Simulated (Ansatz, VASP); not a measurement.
**MnS: VASP beside Ansatz**

```
Mn S
1.0
     0.00000    2.87759    2.87759
     2.87759    0.00000    2.87759
     2.87759    2.87759    0.00000
Mn S
1 1
Direct
  0.00000 0.00000 0.00000
  0.75000 0.75000 0.75000
```

Alike in both runs: task single point; functional PBE; k mesh 14 × 14 × 14; occupations gaussian, width 0.1 eV; collinear spin.

```csv
,VASP,Ansatz
version,VASP 6.6.1,Ansatz 0.2.0
potentials or method,"VASP PAW PBE potentials, release 64 (Mn_pv, S), cutoff 520 eV","scalar-relativistic, plane waves, PAW"
valence electrons in the cell,19,21
```

Ansatz gave:

```
gap on the k mesh at the Fermi level (eV)                     : 0.24
least direct gap on the mesh (eV)                             : 0.66
pressure (GPa)                                                : -3.0
net moment per atom (μB)                                      : 2.50
size of the moment on the site where the two differ most (μB) : 4.28
```

Problem. Which values does VASP return?

Solution. gap on the k mesh at the Fermi level (eV): 0.24; least direct gap on the mesh (eV): 0.69; pressure (GPa): -3.0; net moment per atom (μB): 2.50; size of the moment on the site where the two differ most (μB): 4.41.

Site moments also hang on the region over which each program counts them. VASP's potentials hold 19 valence electrons a cell and Ansatz's 21, so a difference there can come from the potentials and not from the codes.
